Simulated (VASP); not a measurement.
# Mg4Se (P1) in VASP: relaxation of cell and atoms with PBE

Aim: the relaxation of cell and atoms of Mg4Se with PBE.

All numbers are computed with VASP 6.6.1; they aren't measurements. Logs are shortened: lines on timing, memory, paths and dates and some standing lists are left out, and cuts for length are marked.

**1. The cell of the first run**

The typed cell holds 10 atoms: a = 5.104 Å, b = 5.169 Å, c = 10.404 Å, α = 90.24°, β = 91.22°, γ = 91.49°.

**2. Relaxation of cell and atoms, PBE**

INCAR

```
SYSTEM = Mg4Se
ALGO     = Normal         ! electronic algorithm
EDIFF    = 1E-7           ! SCF threshold, eV
EDIFFG   = -0.025         ! ionic threshold
ENCUT    = 600            ! plane-wave cutoff, eV
GGA      = PE             ! functional
IBRION   = 2              ! ionic algorithm
ISIF     = 3              ! what is computed and relaxed
ISMEAR   = 0              ! smearing method
LASPH    = .TRUE.         ! aspherical terms in the spheres
LCHARG   = .FALSE.        ! write CHGCAR
LREAL    = .FALSE.        ! projectors in reciprocal space
LWAVE    = .FALSE.        ! write WAVECAR
NELM     = 60             ! most SCF steps
NSW      = 80             ! ionic steps
PREC     = Accurate       ! precision mode
SIGMA    = 0.2            ! smearing width, eV
```

KPOINTS

```
k-points
0
G
  4 4 2
  0 0 0
```

POSCAR

```
Mg4Se
1.0
   -5.1034630109      0.0549068384      0.0670070615
    0.0670070615      0.0111738396     -5.1689724670
    0.1098136768    -10.4030432595      0.0223476791
Mg Se
8 2
Direct
    0.6934318768      0.7178135328      0.8496718558
    0.7044714472      0.7006356152      0.3537022621
    0.2840623986      0.7115988873      0.6510773870
    0.3005620581      0.7129830276      0.1447043700
    0.7107701443      0.2753822731      0.6457402184
    0.7158124834      0.2835714194      0.1494015712
    0.2874166210      0.3020177629      0.8453996479
    0.3081862344      0.2921189707      0.3559127159
    0.0017138619      1.0034617395      0.5036606537
   -0.0064271257      0.0004167713      0.0007293179
```

Potentials or basis: VASP PAW PBE potentials, release 64 (Mg, Se).

Started as:

```sh
cat potpaw_PBE.64/Mg/POTCAR potpaw_PBE.64/Se/POTCAR > POTCAR
mpirun -np 1 vasp_std > vasp.out
```

OUTCAR:

```text
SYSTEM = Mg4Se
   EDIFF = 1E-7
   EDIFFG = -0.025
   ENCUT = 600
   GGA = PE
   IBRION = 2
   ISIF = 3
   ISMEAR = 0
   LASPH = .TRUE.
   LREAL = .FALSE.
   NELM = 60
   NSW = 80
   PREC = Accurate

 ion  position               nearest neighbor table
   1  0.693  0.718  0.850-  10 2.59   3 2.91   7 2.95   5 3.12   5 3.59
   2  0.704  0.701  0.354-   9 2.63   8 2.89   4 2.97   6 3.02
   3  0.284  0.712  0.651-   9 2.60   1 2.91   7 2.93   5 3.18   5 3.59   5 3.65   7 3.65
   4  0.301  0.713  0.145-  10 2.64   2 2.97   8 3.10   6 3.11   6 3.59
   5  0.711  0.275  0.646-   9 2.56   7 3.03   1 3.12   3 3.18   7 3.57   1 3.59   3 3.59   8 3.62
                             3 3.65
   6  0.716  0.284  0.149-  10 2.59   8 3.02   2 3.02   4 3.11   4 3.59
   7  0.287  0.302  0.845-  10 2.70   3 2.93   1 2.95   5 3.03   5 3.57   3 3.65
   8  0.308  0.292  0.356-   9 2.65   2 2.89   6 3.02   4 3.10   5 3.62
   9  0.002  0.003  0.504-   5 2.56   3 2.60   2 2.63   8 2.65
  10  0.994  0.000  0.001-   1 2.59   6 2.59   4 2.64   7 2.70

  LATTYP: Found a triclinic cell.
 ALAT       =     7.1694006852
 B/A-ratio  =     0.7210391871
 C/A-ratio  =     1.4511180633
 COS(alpha) =     0.0041724584
 COS(beta)  =     0.0181601674
 COS(gamma) =     0.7024832816

  Lattice vectors:

 A1 = (   5.0364559494,  -0.0660806780,   5.1019654055)
 A2 = (  -0.0670070615,  -0.0111738396,   5.1689724670)
 A3 = (   0.1098136768, -10.4030432595,   0.0223476791)

Analysis of symmetry for initial positions (statically):
=====================================================================
 Subroutine PRICEL returns:
 Original cell was already a primitive cell.

 Routine SETGRP: Setting up the symmetry group for a
 triclinic supercell.

 Subroutine GETGRP returns: Found  1 space group operations
 (whereof  1 operations were pure point group operations)
 out of a pool of  2 trial point group operations.

The static configuration has the point symmetry C_1 .

Analysis of symmetry for dynamics (positions and initial velocities):
=====================================================================
 Subroutine PRICEL returns:
 Original cell was already a primitive cell.

 Routine SETGRP: Setting up the symmetry group for a
 triclinic supercell.

 Subroutine GETGRP returns: Found  1 space group operations
 (whereof  1 operations were pure point group operations)
 out of a pool of  2 trial point group operations.

The dynamic configuration has the point symmetry C_1 .

 Subroutine INISYM returns: Found  1 space group operations
 (whereof  1 operations are pure point group operations),
 and found     1 'primitive' translations

----------------------------------------------------------------------------------------

                                     Primitive cell

  volume of cell :     274.3494

  direct lattice vectors                    reciprocal lattice vectors
    -5.103463011  0.054906838  0.067007062    -0.196001118 -0.002074440 -0.002545310
     0.067007062  0.011173840 -5.168972467    -0.002545310 -0.000442534 -0.193496000
     0.109813677-10.403043260  0.022347679    -0.001037220 -0.096137142 -0.000221267

  length of vectors
     5.104198214  5.169418842 10.403646838     0.196028621  0.193513247  0.096142992

  position of ions in fractional coordinates (direct lattice)
     0.693431877  0.717813533  0.849671856
     0.704471447  0.700635615  0.353702262
     0.284062399  0.711598887  0.651077387
     0.300562058  0.712983028  0.144704370
     0.710770144  0.275382273  0.645740218
     0.715812483  0.283571419  0.149401571
     0.287416621  0.302017763  0.845399648
     0.308186234  0.292118971  0.355912716
     0.001713862  0.003461739  0.503660654
     0.993572874  0.000416771  0.000729318

  ion indices of the primitive-cell ions
   primitive index   ion index
                 1           1
                 2           2
                 3           3
                 4           4
                 5           5
                 6           6
                 7           7
                 8           8
                 9           9
                10          10

----------------------------------------------------------------------------------------

 KPOINTS: k-points

Automatic generation of k-mesh.
 Grid dimensions read from file:
 generate k-points for:    4    4    2

 Generating k-lattice:

  Cartesian coordinates                     Fractional coordinates (reciprocal lattice)
    -0.049000279 -0.000518610 -0.000636328     0.250000000  0.000000000  0.000000000
    -0.000636328 -0.000110633 -0.048374000     0.000000000  0.250000000  0.000000000
    -0.000518610 -0.048068571 -0.000110633    -0.000000000  0.000000000  0.500000000

  Length of vectors
     0.049007155  0.048378312  0.048071496

  Shift w.r.t. Gamma in fractional coordinates (k-lattice)
     0.000000000  0.000000000  0.000000000

 Subroutine IBZKPT returns following result:
 ===========================================

 Found     20 irreducible k-points:

 Following reciprocal coordinates:
            Coordinates               Weight
  0.000000  0.000000  0.000000      1.000000
  0.250000  0.000000 -0.000000      2.000000
  0.500000  0.000000 -0.000000      1.000000
  0.000000  0.250000 -0.000000      2.000000
  0.250000  0.250000 -0.000000      2.000000
  0.500000  0.250000  0.000000      2.000000
[... 12 lines left out ...]
  0.250000  0.500000  0.500000      2.000000
  0.500000  0.500000  0.500000      1.000000
   k-points           NKPTS =     20   k-points in BZ     NKDIM =     20   number of bands    NBANDS=     20
   number of dos      NEDOS =    301   number of ions     NIONS =     10
   total plane-waves  NPLWV = 148176
   dimension x,y,z NGX =    42 NGY =   42 NGZ =   84
   dimension x,y,z NGXF=    84 NGYF=   84 NGZF=  168
   ions per type =               8   2
   NGX,Y,Z   is equivalent  to a cutoff of  13.68, 13.51, 13.42 a.u.
   NGXF,Y,Z  is equivalent  to a cutoff of  27.36, 27.01, 26.85 a.u.
 SYSTEM =  Mg4Se
   PREC   = accura    normal or accurate (medium, high low for compatibility)
   ISTART =      0    job   : 0-new  1-cont  2-samecut
   ICHARG =      2    charge: 1-file 2-atom 10-const
   ISPIN  =      1    spin polarized calculation?
   LNONCOLLINEAR =      F non collinear calculations
   LSORBIT =      F    spin-orbit coupling
   LASPH  =      T    aspherical Exc in radial PAW
   ENCUT  =  600.0 eV  44.10 Ry    6.64 a.u.  10.19 10.32 20.78*2*pi/ulx,y,z
   NELM   =     60;   NELMIN=  2; NELMDL= -5     # of ELM steps
   EDIFF  = 0.1E-06   stopping-criterion for ELM
   LREAL  =      F    real-space projection
   EDIFFG = -.3E-01   stopping-criterion for IOM
   NSW    =     80    number of steps for IOM
   IBRION =      2    ionic relax: 0-MD 1-quasi-New 2-CG
   NFREE  =      1    steps in history (QN), initial steepest desc. (CG)
   ISIF   =      3    stress and relaxation
   ISYM   =      2    0-nonsym 1-usesym 2-fastsym
   POTIM  = 0.5000    time-step for ionic-motion
   TEBEG  =    0.0;   TEEND  =   0.0 temperature during run
   PSTRESS=    0.0 pullay stress
   NELECT =      28.0000    total number of electrons
   NUPDOWN=      -1.0000    fix difference up-down
   EMIN   =  10.00;   EMAX   =-10.00  energy-range for DOS
   EFERMI =   0.00;   METHOD = LEGACY
   ISMEAR =     0;   SIGMA  =   0.20  broadening in eV -4-tet -1-fermi 0-gaus
   EFERMI_NEDOS =   21; number of points for ismear=-14 and -15
   IALGO  =     38    algorithm
   IMIX   =      4    mixing-type and parameters
     AMIX     =   0.40;   BMIX     =  1.00
     AMIX_MAG =   1.60;   BMIX_MAG =  1.00
  volume/ion in A,a.u.               =      27.43       185.14
  Fermi-wavevector in a.u.,A,eV,Ry     =   0.765055  1.445745  7.963621  0.585310
  Thomas-Fermi vector in A             =   1.865092
   LORBIT       =      0    0 simple, 1 ext, 2 COOP (PROOUT), +10 PAW based schemes
   GGA     = PE    functional components
   LHFCALC =     F    Hartree Fock is set to
   AEXX    =    0.0000 exact exchange contribution
   IVDW    =     0    specifies the selected vdW correction
   LEPSILON=     F    determine dielectric tensor
   LRPA    =     F    only Hartree local field effects (RPA)
 conjugate gradient relaxation of ions
 non-spin polarized calculation
 Gauss-broadening in eV      SIGMA  =   0.20
  energy-cutoff  :      600.00
  volume of cell :      274.35
 maximum number of plane-waves:      9186
 NGX is ok and might be reduce to    42
   NGX = 21   NGY = 21   NGZ = 41

--------------------------------------- Ionic step        1  -------------------------------------------

 number of electron      28.0000000 magnetization

 Free energy of the ion-electron system (eV)
  ---------------------------------------------------
  ext. energy  EPLUGINS =         0.00000000
  ---------------------------------------------------
  free energy    TOTEN  =       -20.80236349 eV

  energy without entropy =      -20.71573839  energy(sigma->0) =      -20.75905094

------------------------ aborting loop because EDIFF is reached ----------------------------------------

  FORCE on cell =-STRESS in cart. coord.  units (eV):
  Direction    XX          YY          ZZ          XY          YZ          ZX
  --------------------------------------------------------------------------------------
  -------------------------------------------------------------------------------------
  Total       -1.0008890     -1.3975900     -1.6753015      0.7457694      0.3186286      0.7170053
  in kB       -5.8451067     -8.1618066     -9.7836181      4.3552299      1.8607639      4.1872501
  external PRESSURE =      -7.9301771 kB  Pullay stress =       0.0000000 kB
[... 113 lines left out ...]
  FREE ENERGIE OF THE ION-ELECTRON SYSTEM (eV)
  ---------------------------------------------------
  free  energy   TOTEN  =       -20.9169516942 eV

  energy  without entropy=      -20.8174462480  energy(sigma->0) =      -20.86719897

[... ionic steps 4 to 7 ...]

--------------------------------------- Ionic step        8  -------------------------------------------

 number of electron      28.0000001 magnetization

------------------------ aborting loop because EDIFF is reached ----------------------------------------

  FORCE on cell =-STRESS in cart. coord.  units (eV):
  Direction    XX          YY          ZZ          XY          YZ          ZX
  --------------------------------------------------------------------------------------
  -------------------------------------------------------------------------------------
  Total        0.0251670      0.0691361      0.0333303     -0.0062233      0.0605629     -0.1111896
  in kB        0.1509616      0.4147051      0.1999281     -0.0373295      0.3632799     -0.6669586
  external PRESSURE =       0.2551982 kB  Pullay stress =       0.0000000 kB
[... 73 lines left out ...]
  energy  without entropy=      -20.8486601428  energy(sigma->0) =      -20.89702063

--------------------------------------- Ionic step       10  -------------------------------------------

 number of electron      28.0000001 magnetization

 Free energy of the ion-electron system (eV)
  ---------------------------------------------------
  ext. energy  EPLUGINS =         0.00000000
  ---------------------------------------------------
  free energy    TOTEN  =       -20.94652484 eV

  energy without entropy =      -20.85011544  energy(sigma->0) =      -20.89832014

 E-fermi :   2.0889     XC(G=0):  -8.1152

 val. band max:        2.0399273585   @ k =   0.0000   0.5000   0.5000
 cond. band min:       2.2205778234   @ k =   0.5000   0.5000  -0.0000
 fundamental gap:      0.1806504648
 Fermi energy:         2.0889138657

 k-point     1 :       0.0000    0.0000    0.0000
  band No.  band energies     occupation
      1     -11.1738      2.00000
      2     -11.1260      2.00000
      3      -3.3746      2.00000
      4      -2.6632      2.00000
      5      -1.5590      2.00000
      6      -1.4524      2.00000
[... 12 lines left out ...]
     19       3.8817      0.00000
[... 473 lines left out ...]
  FREE ENERGIE OF THE ION-ELECTRON SYSTEM (eV)
  ---------------------------------------------------
  free  energy   TOTEN  =       -20.9465248389 eV

  energy  without entropy=      -20.8501154411  energy(sigma->0) =      -20.89832014

 reached required accuracy - stopping structural energy minimisation
```

It took 7.8 min on 1 thread of Intel Xeon 6975P-C (Granite Rapids), shared host; peak memory 0.49 GiB.

What came out:

```
Free energy                           : -20.9465 eV
Relaxed volume                        : 26.74 Å³/atom
Relaxed cell                          : a = 5.098 Å, b = 5.065 Å, c = 10.358 Å, α = 90.05°, β = 90.03°, γ = 89.94°
Space group after relaxing (to 0.1 Å) : P-42m (No. 111)
Energy gained by relaxing             : 14.4 meV/atom
Ionic steps                           : 10
Pressure after relaxing               : 0.0 GPa
Largest force after relaxing          : 0.022 eV/Å
Band gap on the k mesh                : zero (bands 14 and 15 overlap by 1.26 eV)
```

Forces on the atoms (eV/Å):
```
Mg  -0.007  0.004 -0.002
Mg  -0.008 -0.002 -0.016
Mg  -0.006  0.008 -0.010
Mg   0.014 -0.011 -0.012
Mg  -0.010  0.001  0.008
Mg  -0.002  0.008  0.005
Mg  -0.009 -0.008  0.008
Mg   0.009  0.018  0.005
Se   0.017 -0.007  0.011
Se   0.002 -0.012  0.002
```

Step by step:
| step | energy change (eV) | largest force (eV/Å) | pressure (GPa) | volume (Å³) |
| --- | --- | --- | --- | --- |
| 1 | 0.0000 | 0.6704 | -0.79 | 274.35 |
| 2 | -0.0867 | 0.4165 | -0.19 | 268.98 |
| 3 | -0.1146 | 0.2167 | 0.49 | 263.94 |
| 4 | -0.1309 | 0.1271 | 0.14 | 266.49 |
| 5 | -0.1351 | 0.0964 | -0.13 | 268.71 |
| 6 | -0.1390 | 0.0594 | -0.08 | 268.12 |
| 7 | -0.1405 | 0.0519 | -0.01 | 267.46 |
| 8 | -0.1420 | 0.0407 | 0.03 | 267.10 |
| 9 | -0.1430 | 0.0433 | 0.09 | 266.55 |
| 10 | -0.1442 | 0.0216 | -0.02 | 267.45 |

Final structure:
```yaml
crystal:
  lattice:
    - [-5.09798, 0.00179, -0.00256]
    - [-0.00276, 0.00221, -5.06458]
    - [0.00190, -10.35846, 0.00394]
  atoms:
    - { symbol: Mg, position: [0.70571, 0.71562, 0.85223] }
    - { symbol: Mg, position: [0.71362, 0.70968, 0.35477] }
    - { symbol: Mg, position: [0.28513, 0.70957, 0.64496] }
    - { symbol: Mg, position: [0.29396, 0.71123, 0.14650] }
    - { symbol: Mg, position: [0.70710, 0.28730, 0.64734] }
    - { symbol: Mg, position: [0.71667, 0.28594, 0.14841] }
    - { symbol: Mg, position: [0.28213, 0.29105, 0.85224] }
    - { symbol: Mg, position: [0.29426, 0.28841, 0.35437] }
    - { symbol: Se, position: [0.00029, 0.00416, 0.49971] }
    - { symbol: Se, position: [0.00114, 0.99704, 0.99946] }
```

Levels at points of the mesh, in eV from the Fermi level:
| k point | band 10 | band 11 | band 12 | band 13 | band 14 | band 15 | band 16 | band 17 | band 18 | band 19 |
| --- | --- | --- | --- | --- | --- | --- | --- | --- | --- | --- |
| (0.00, 0.00, 0.00) | -2.31 | -2.24 | -0.18 | -0.09 | 0.95 | 1.25 | 1.33 | 1.53 | 1.73 | 1.79 |
| (0.50, 0.00, 0.00) | -2.40 | -2.21 | -0.27 | -0.14 | 0.32 | 0.99 | 1.13 | 1.42 | 1.46 | 1.64 |
| (0.00, 0.50, 0.00) | -2.41 | -2.21 | -0.31 | -0.13 | 0.28 | 0.99 | 1.15 | 1.36 | 1.44 | 1.62 |
| (0.50, 0.50, 0.00) | -2.57 | -1.68 | -1.66 | -1.55 | -0.30 | -0.27 | 0.13 | 1.61 | 2.41 | 2.66 |
| (0.00, 0.00, 0.50) | -3.24 | -0.83 | -0.80 | 0.21 | 0.23 | 1.43 | 1.44 | 1.59 | 1.59 | 1.66 |
| (0.50, 0.00, 0.50) | -2.75 | -1.42 | -1.40 | -0.10 | -0.05 | 1.39 | 1.42 | 1.81 | 1.83 | 2.05 |
| (0.00, 0.50, 0.50) | -2.74 | -1.44 | -1.42 | -0.10 | -0.05 | 1.36 | 1.38 | 1.76 | 1.78 | 2.05 |
| (0.50, 0.50, 0.50) | -3.14 | -1.05 | -1.04 | -1.03 | -1.01 | -0.31 | -0.28 | 1.34 | 1.35 | 2.93 |
